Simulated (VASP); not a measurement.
Crystal: Sn3As.

```
CELL_PARAMETERS angstrom
4.01727 2.31937 3.77301
-4.01727 2.31937 3.77301
0.00000 -4.63875 3.77301
ATOMIC_POSITIONS crystal
Sn 0.79700 0.25200 0.79700
Sn 0.79700 0.79700 0.25200
Sn 0.25200 0.79700 0.79700
Sn 0.20300 0.74800 0.20300
Sn 0.74800 0.20300 0.20300
Sn 0.20300 0.20300 0.74800
As 0.26900 0.26900 0.26900
As 0.73100 0.73100 0.73100
```

* Program: VASP 6.6.1
* Task: relaxation of cell and atoms
* Functional: PBE
* Potentials or basis: VASP PAW PBE potentials, release 64 (Sn_d, As)
* Cutoff: 600 eV
* k mesh: 3 × 3 × 3
* Occupations: gaussian, width 0.1 eV
* Spin: no spin polarisation

At the start: pressure 17.7 GPa; volume 26.37 Å³/atom.

Question: Where does the relaxation end?

Answer: Over 44 steps the energy falls by 966.4 meV/atom and the volume is 26.77 Å³/atom (+1.5 %); space group R-3m (No. 166, to 0.05 Å).

The path:
| step | energy change (eV) | largest force (eV/Å) | pressure (GPa) | volume (Å³) |
| --- | --- | --- | --- | --- |
| 1 | 0.0000 | 7.1871 | 17.72 | 210.93 |
| 3 | -5.5828 | 1.0856 | -4.37 | 261.06 |
| 5 | -5.5889 | 1.2173 | -3.82 | 257.68 |
| 7 | -6.8768 | 0.8218 | 2.76 | 212.80 |
| 9 | -7.1149 | 0.6750 | 0.52 | 218.98 |
| 11 | -7.1367 | 0.6268 | 0.14 | 220.44 |
| 13 | -7.2152 | 0.2043 | -1.52 | 223.48 |
| 15 | -7.2834 | 0.1905 | -0.11 | 215.49 |
| 17 | -7.2877 | 0.1814 | 0.42 | 213.13 |
| 19 | -7.3193 | 0.1354 | 0.33 | 212.76 |
| 21 | -7.2799 | 0.4553 | 0.70 | 210.90 |
| 23 | -7.3767 | 0.2011 | -0.46 | 215.11 |
| 25 | -7.3888 | 0.2123 | -0.97 | 217.12 |
| 27 | -7.4678 | 0.2600 | -1.05 | 217.36 |
| 29 | -7.6722 | 0.3191 | -0.87 | 218.26 |
| 31 | -7.7027 | 0.2355 | 0.39 | 213.42 |
| 33 | -7.7233 | 0.0509 | -0.17 | 215.28 |
| 35 | -7.7253 | 0.0530 | 0.15 | 213.84 |
| 37 | -7.7270 | 0.0643 | -0.06 | 214.24 |
| 39 | -7.7293 | 0.0493 | 0.19 | 213.18 |
| 41 | -7.7306 | 0.0535 | 0.04 | 213.89 |
| 43 | -7.7308 | 0.0553 | -0.06 | 214.24 |
| 44 | -7.7311 | 0.0380 | -0.02 | 214.18 |

Final structure:
```
CELL_PARAMETERS angstrom
4.24904 2.45319 3.42464
-4.24904 2.45319 3.42464
0.00000 -4.90637 3.42464
ATOMIC_POSITIONS crystal
Sn 0.75895 0.33411 0.75895
Sn 0.75895 0.75895 0.33411
Sn 0.33411 0.75895 0.75895
Sn 0.24105 0.66589 0.24105
Sn 0.66589 0.24105 0.24105
Sn 0.24105 0.24105 0.66589
As 0.20032 0.20032 0.20032
As 0.79968 0.79968 0.79968
```
